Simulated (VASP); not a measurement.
A run of VASP 6.6.1:

Contents of INCAR:

```
PREC = Accurate ; ENCUT = 520
EDIFF = 1E-7 ; ISMEAR = 0
SIGMA = 0.1 ; LREAL = False
LASPH = True ; NELM = 100
ALGO = Normal ; ISIF = 2
LWAVE = False ; LCHARG = False
LDIPOL = True ; IDIPOL = 3
DIPOL = 0.5 0.5 0.306 ; GGA = PE
NBANDS = 20
```

KPOINTS

```
Automatic mesh
0
Gamma
  4 5 1
```

File POSCAR:

```
Mg4H
1.0
    6.4201385733      0.0000000000      0.0000000000
    0.0000000000      5.1379129567      0.0000000000
    0.0000000000      0.0000000000     21.6644777330
Mg H
8 2
Direct
    0.0000000000      0.7500000000      0.1846340378
    0.5000000000      0.7500000000      0.1846340378
    0.2500000000      0.2500000000      0.2274076137
    0.7500000000      0.2500000000      0.2274076137
    0.2500000000      0.7500000000      0.3173234500
    0.7500000000      0.7500000000      0.3173234500
    0.0000000000      0.2500000000      0.3537808678
    0.5000000000      0.2500000000      0.3537808678
    0.6335694913      0.0833333333      0.4484058122
    0.8664305087      0.0833333333      0.4484058122
```

Potentials or basis: VASP PAW PBE potentials, release 64 (Mg, H).

The run is started by

```bash
$ cat potpaw_PBE.64/Mg/POTCAR potpaw_PBE.64/H/POTCAR > POTCAR
$ mpirun -np 1 vasp_std > vasp.out
```

Hardware: 1 thread of Oxide Virtual Turin-like Processor, with other jobs on the host.

Task: Estimate the wall time of this run.

Result: It took 5.2 min on 1 thread of Oxide Virtual Turin-like Processor (shared host), peak memory 0.61 GiB. Counts: scf iterations 25, k points 9.
